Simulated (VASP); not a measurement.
# ZnS (F-43m) in VASP: relaxation of cell and atoms with LDA

Aim: the relaxation of cell and atoms of ZnS with LDA.

All numbers are computed with VASP 6.6.1; they aren't measurements. Logs are shortened: lines on timing, memory, paths and dates and some standing lists are left out, and cuts for length are marked.

## (1) The cell of the first run

The structure is cubic, space group F-43m (No. 216). The conventional cell has a = 5.404 Å, b = 5.404 Å, c = 5.404 Å, α = 90.00°, β = 90.00°, γ = 90.00°. Within 3.1 Å of Zn (site symmetry -43m) lie 4 S at 2.34 Å. S (site symmetry -43m) has 4 Zn at 2.34 Å within 3.1 Å.

## (2) Relaxation of cell and atoms, LDA

INCAR reads:

```
SYSTEM = ZnS
PREC = Accurate
ENCUT = 600
EDIFF = 1E-7
ISMEAR = -1
SIGMA = 0.05
LREAL = .FALSE.
LASPH = .TRUE.
NELM = 100
ALGO = Normal
ISIF = 3
LWAVE = .FALSE.
LCHARG = .FALSE.
GGA = CA
IBRION = 2
NSW = 100
EDIFFG = -0.002
```

KPOINTS reads:

```
regular mesh
0
G
  16 16 16
  0 0 0
```

POSCAR reads:

```
ZnS
1.0
    0.0000000000      2.7020000000      2.7020000000
    2.7020000000      0.0000000000      2.7020000000
    2.7020000000      2.7020000000      0.0000000000
Zn S
1 1
Direct
    0.7500000000      0.7500000000      0.7500000000
    0.0000000000      0.0000000000      0.0000000000
```

Potentials or basis: VASP PAW LDA potentials, release 64 (Zn, S).

Launch:

```
$ cat potpaw_LDA.64/Zn/POTCAR potpaw_LDA.64/S/POTCAR > POTCAR
$ mpirun -np 1 vasp_std > vasp.out
```

OUTCAR:

```text
SYSTEM = ZnS
   PREC = Accurate
   ENCUT = 600
   EDIFF = 1E-7
   ISMEAR = -1
   LREAL = .FALSE.
   LASPH = .TRUE.
   NELM = 100
   ISIF = 3
   GGA = CA
   IBRION = 2
   NSW = 100
   EDIFFG = -0.002

 ion  position               nearest neighbor table
   1  0.750  0.750  0.750-   2 2.34   2 2.34   2 2.34   2 2.34
   2  0.000  0.000  0.000-   1 2.34   1 2.34   1 2.34   1 2.34

  LATTYP: Found a face centered cubic cell.
 ALAT       =     5.4040000000

  Lattice vectors:

 A1 = (   0.0000000000,   2.7020000000,   2.7020000000)
 A2 = (   2.7020000000,   0.0000000000,   2.7020000000)
 A3 = (   2.7020000000,   2.7020000000,   0.0000000000)

Analysis of symmetry for initial positions (statically):
=====================================================================
 Subroutine PRICEL returns:
 Original cell was already a primitive cell.

 Routine SETGRP: Setting up the symmetry group for a
 face centered cubic supercell.

 Subroutine GETGRP returns: Found 24 space group operations
 (whereof 24 operations were pure point group operations)
 out of a pool of 48 trial point group operations.

The static configuration has the point symmetry T_d .

Analysis of symmetry for dynamics (positions and initial velocities):
=====================================================================
 Subroutine PRICEL returns:
 Original cell was already a primitive cell.

 Routine SETGRP: Setting up the symmetry group for a
 face centered cubic supercell.

 Subroutine GETGRP returns: Found 24 space group operations
 (whereof 24 operations were pure point group operations)
 out of a pool of 48 trial point group operations.

The dynamic configuration has the point symmetry T_d .

 Subroutine INISYM returns: Found 24 space group operations
 (whereof 24 operations are pure point group operations),
 and found     1 'primitive' translations

----------------------------------------------------------------------------------------

                                     Primitive cell

  volume of cell :      39.4535

  direct lattice vectors                    reciprocal lattice vectors
     0.000000000  2.702000000  2.702000000    -0.185048113  0.185048113  0.185048113
     2.702000000  0.000000000  2.702000000     0.185048113 -0.185048113  0.185048113
     2.702000000  2.702000000  0.000000000     0.185048113  0.185048113 -0.185048113

  length of vectors
     3.821205046  3.821205046  3.821205046     0.320512733  0.320512733  0.320512733

  position of ions in fractional coordinates (direct lattice)
     0.750000000  0.750000000  0.750000000
     0.000000000  0.000000000  0.000000000

  ion indices of the primitive-cell ions
   primitive index   ion index
                 1           1
                 2           2

----------------------------------------------------------------------------------------

 KPOINTS: regular mesh

Automatic generation of k-mesh.
 Grid dimensions read from file:
 generate k-points for:   16   16   16

 Generating k-lattice:

  Cartesian coordinates                     Fractional coordinates (reciprocal lattice)
    -0.011565507  0.011565507  0.011565507     0.062500000  0.000000000  0.000000000
     0.011565507 -0.011565507  0.011565507     0.000000000  0.062500000  0.000000000
     0.011565507  0.011565507 -0.011565507     0.000000000  0.000000000  0.062500000

  Length of vectors
     0.020032046  0.020032046  0.020032046

  Shift w.r.t. Gamma in fractional coordinates (k-lattice)
     0.000000000  0.000000000  0.000000000

 Subroutine IBZKPT returns following result:
 ===========================================

 Found    145 irreducible k-points:

 Following reciprocal coordinates:
            Coordinates               Weight
  0.000000  0.000000  0.000000      1.000000
  0.062500  0.000000  0.000000      8.000000
  0.125000  0.000000  0.000000      8.000000
  0.187500  0.000000  0.000000      8.000000
  0.250000  0.000000  0.000000      8.000000
  0.312500  0.000000  0.000000      8.000000
[... 16 lines left out ...]
 -0.125000  0.062500  0.000000     24.000000
 -0.062500  0.062500  0.000000     12.000000
 [... further k-points ...]
   k-points           NKPTS =    145   k-points in BZ     NKDIM =    145   number of bands    NBANDS=     13
   number of dos      NEDOS =    301   number of ions     NIONS =      2
   total plane-waves  NPLWV =  32768
   dimension x,y,z NGX =    32 NGY =   32 NGZ =   32
   dimension x,y,z NGXF=    64 NGYF=   64 NGZF=   64
   ions per type =               1   1
   NGX,Y,Z   is equivalent  to a cutoff of  13.92, 13.92, 13.92 a.u.
   NGXF,Y,Z  is equivalent  to a cutoff of  27.84, 27.84, 27.84 a.u.
 SYSTEM =  ZnS
   PREC   = accura    normal or accurate (medium, high low for compatibility)
   ISTART =      0    job   : 0-new  1-cont  2-samecut
   ICHARG =      2    charge: 1-file 2-atom 10-const
   ISPIN  =      1    spin polarized calculation?
   LNONCOLLINEAR =      F non collinear calculations
   LSORBIT =      F    spin-orbit coupling
   LASPH  =      T    aspherical Exc in radial PAW
   ENCUT  =  600.0 eV  44.10 Ry    6.64 a.u.   7.63  7.63  7.63*2*pi/ulx,y,z
   NELM   =    100;   NELMIN=  2; NELMDL= -5     # of ELM steps
   EDIFF  = 0.1E-06   stopping-criterion for ELM
   LREAL  =      F    real-space projection
   EDIFFG = -.2E-02   stopping-criterion for IOM
   NSW    =    100    number of steps for IOM
   IBRION =      2    ionic relax: 0-MD 1-quasi-New 2-CG
   NFREE  =      1    steps in history (QN), initial steepest desc. (CG)
   ISIF   =      3    stress and relaxation
   ISYM   =      2    0-nonsym 1-usesym 2-fastsym
   POTIM  = 0.5000    time-step for ionic-motion
   TEBEG  =    0.0;   TEEND  =   0.0 temperature during run
   PSTRESS=    0.0 pullay stress
   NELECT =      18.0000    total number of electrons
   NUPDOWN=      -1.0000    fix difference up-down
   EMIN   =  10.00;   EMAX   =-10.00  energy-range for DOS
   EFERMI =   0.00;   METHOD = LEGACY
   ISMEAR =    -1;   SIGMA  =   0.05  broadening in eV -4-tet -1-fermi 0-gaus
   EFERMI_NEDOS =   21; number of points for ismear=-14 and -15
   IALGO  =     38    algorithm
   IMIX   =      4    mixing-type and parameters
     AMIX     =   0.40;   BMIX     =  1.00
     AMIX_MAG =   1.60;   BMIX_MAG =  1.00
  volume/ion in A,a.u.               =      19.73       133.12
  Fermi-wavevector in a.u.,A,eV,Ry     =   1.260290  2.381602 21.610537  1.588330
  Thomas-Fermi vector in A             =   2.393807
   LORBIT       =      0    0 simple, 1 ext, 2 COOP (PROOUT), +10 PAW based schemes
   GGA     = CA    functional components
   LHFCALC =     F    Hartree Fock is set to
   AEXX    =    0.0000 exact exchange contribution
   IVDW    =     0    specifies the selected vdW correction
   LEPSILON=     F    determine dielectric tensor
   LRPA    =     F    only Hartree local field effects (RPA)
 conjugate gradient relaxation of ions
 non-spin polarized calculation
  energy-cutoff  :      600.00
  volume of cell :       39.45
 maximum number of plane-waves:      1363
   NGX = 15   NGY = 15   NGZ = 15

--------------------------------------- Ionic step        1  -------------------------------------------

 number of electron      17.9999998 magnetization

 Free energy of the ion-electron system (eV)
  ---------------------------------------------------
  ext. energy  EPLUGINS =         0.00000000
  ---------------------------------------------------
  free energy    TOTEN  =        -8.17729293 eV

  energy without entropy =       -8.17729293  energy(sigma->0) =       -8.17729293

------------------------ aborting loop because EDIFF is reached ----------------------------------------

  FORCE on cell =-STRESS in cart. coord.  units (eV):
  Direction    XX          YY          ZZ          XY          YZ          ZX
  --------------------------------------------------------------------------------------
  -------------------------------------------------------------------------------------
  Total       -1.0723199     -1.0723199     -1.0723199      0.0000000     -0.0000000     -0.0000000
  in kB      -43.5460656    -43.5460656    -43.5460656      0.0000000     -0.0000000     -0.0000000
  external PRESSURE =     -43.5460656 kB  Pullay stress =       0.0000000 kB

 VOLUME and BASIS-vectors are now :
 -----------------------------------------------------------------------------
  energy-cutoff  :      600.00
  volume of cell :       39.45
      direct lattice vectors                 reciprocal lattice vectors
     0.000000000  2.702000000  2.702000000    -0.185048113  0.185048113  0.185048113
     2.702000000  0.000000000  2.702000000     0.185048113 -0.185048113  0.185048113
     2.702000000  2.702000000  0.000000000     0.185048113  0.185048113 -0.185048113
[... 37 lines left out ...]
 POSITION                                       TOTAL-FORCE (eV/Angst)
 -----------------------------------------------------------------------------------
      3.94817      3.94817      3.94817         0.000000      0.000000      0.000000
      0.00000      0.00000      0.00000        -0.000000     -0.000000     -0.000000
 -----------------------------------------------------------------------------------
    total drift:                                0.000000      0.000000      0.000000

  FREE ENERGIE OF THE ION-ELECTRON SYSTEM (eV)
  ---------------------------------------------------
  free  energy   TOTEN  =        -8.2040785461 eV

  energy  without entropy=       -8.2040785460  energy(sigma->0) =       -8.20407855

--------------------------------------- Ionic step        3  -------------------------------------------

 number of electron      17.9999995 magnetization

 Free energy of the ion-electron system (eV)
  ---------------------------------------------------
  ext. energy  EPLUGINS =         0.00000000
  ---------------------------------------------------
  free energy    TOTEN  =        -8.20872349 eV

  energy without entropy =       -8.20872349  energy(sigma->0) =       -8.20872349

 E-fermi :   3.4126     XC(G=0): -10.3035

 val. band max:        2.4846769182   @ k =   0.0000   0.0000   0.0000
 cond. band min:       4.6326626315   @ k =   0.0000   0.0000   0.0000
 fundamental gap:      2.1479857134
 Fermi energy:         3.4126296009

 k-point     1 :       0.0000    0.0000    0.0000
  band No.  band energies     occupation
      1     -11.0413      2.00000
      2      -4.2595      2.00000
      3      -4.2595      2.00000
      4      -4.2595      2.00000
      5      -3.7098      2.00000
      6      -3.7098      2.00000
      7       2.4847      2.00000
      8       2.4847      2.00000
      9       2.4847      2.00000
     10       4.6327      0.00000
     11       8.6962      0.00000
     12       8.6962      0.00000
     13       8.6962      0.00000

 k-point     2 :       0.0625    0.0000    0.0000
  band No.  band energies     occupation
      1     -11.0078      2.00000
      2      -4.2611      2.00000
      3      -4.2533      2.00000
      4      -4.2533      2.00000
      5      -3.7105      2.00000
      6      -3.7105      2.00000
      7       2.0966      2.00000
      8       2.4401      2.00000
      9       2.4401      2.00000
     10       4.9396      0.00000
     11       8.6520      0.00000
[... 339 lines left out ...]
 k-point    24 :      -0.0625    0.0625    0.0000
  band No.  band energies     occupation
      1     -10.9527      2.00000
      2      -4.2653      2.00000
      3      -4.2456      2.00000
      4      -4.2389      2.00000
      5      -3.7158      2.00000
      6      -3.7072      2.00000
      7       1.6702      2.00000
      8       2.2242      2.00000
      9       2.4329      2.00000
     10       5.3130      0.00000
     11       8.5273      0.00000
     12       8.8230      0.00000
     13       9.0399      0.00000

 [... further k-points ...]

------------------------ aborting loop because EDIFF is reached ----------------------------------------

  FORCE on cell =-STRESS in cart. coord.  units (eV):
  Direction    XX          YY          ZZ          XY          YZ          ZX
  --------------------------------------------------------------------------------------
  -------------------------------------------------------------------------------------
  Total       -0.0017175     -0.0017175     -0.0017175      0.0000000      0.0000000     -0.0000000
  in kB       -0.0738633     -0.0738633     -0.0738633      0.0000000      0.0000000     -0.0000000
  external PRESSURE =      -0.0738633 kB  Pullay stress =       0.0000000 kB

 VOLUME and BASIS-vectors are now :
 -----------------------------------------------------------------------------
  energy-cutoff  :      600.00
  volume of cell :       37.25
      direct lattice vectors                 reciprocal lattice vectors
     0.000000000  2.650843848  2.650843848    -0.188619183  0.188619183  0.188619183
     2.650843848  0.000000000  2.650843848     0.188619183 -0.188619183  0.188619183
     2.650843848  2.650843848 -0.000000000     0.188619183  0.188619183 -0.188619183

 POSITION                                       TOTAL-FORCE (eV/Angst)
 -----------------------------------------------------------------------------------
      3.97627      3.97627      3.97627         0.000000      0.000000      0.000000
      0.00000      0.00000      0.00000        -0.000000     -0.000000     -0.000000
 -----------------------------------------------------------------------------------
    total drift:                                0.000000      0.000000      0.000000

  FREE ENERGIE OF THE ION-ELECTRON SYSTEM (eV)
  ---------------------------------------------------
  free  energy   TOTEN  =        -8.2087234897 eV

  energy  without entropy=       -8.2087234896  energy(sigma->0) =       -8.20872349

 reached required accuracy - stopping structural energy minimisation
```

Wall time 88 s (1 thread of Intel Xeon Platinum 8488C (Sapphire Rapids), shared host); peak memory 0.23 GiB.

Results:

- Free energy: -8.2087 eV
- Relaxed volume: 18.63 Å³/atom
- Relaxed cell: a = 3.749 Å, b = 3.749 Å, c = 3.749 Å, α = 60.00°, β = 60.00°, γ = 60.00°
- Space group after relaxing (to 0.1 Å): F-43m (No. 216)
- Energy gained by relaxing: 15.7 meV/atom
- Ionic steps: 3
- Pressure after relaxing: 0.0 GPa
- Band gap on the k mesh: 2.15 eV

The path:
```
step  energy change (eV)  largest force (eV/Å)  pressure (GPa)  volume (Å³)
   1              0.0000                0.0000           -4.35        39.45
   2             -0.0268                0.0000            1.92        36.47
   3             -0.0314                0.0000           -0.01        37.25
```

Final structure:
```
CELL_PARAMETERS angstrom
0.00000 2.65084 2.65084
2.65084 0.00000 2.65084
2.65084 2.65084 0.00000
ATOMIC_POSITIONS crystal
Zn 0.75000 0.75000 0.75000
S 0.00000 0.00000 0.00000
```

A k mesh can miss the band edges. LDA usually gives volumes a few per cent too small.
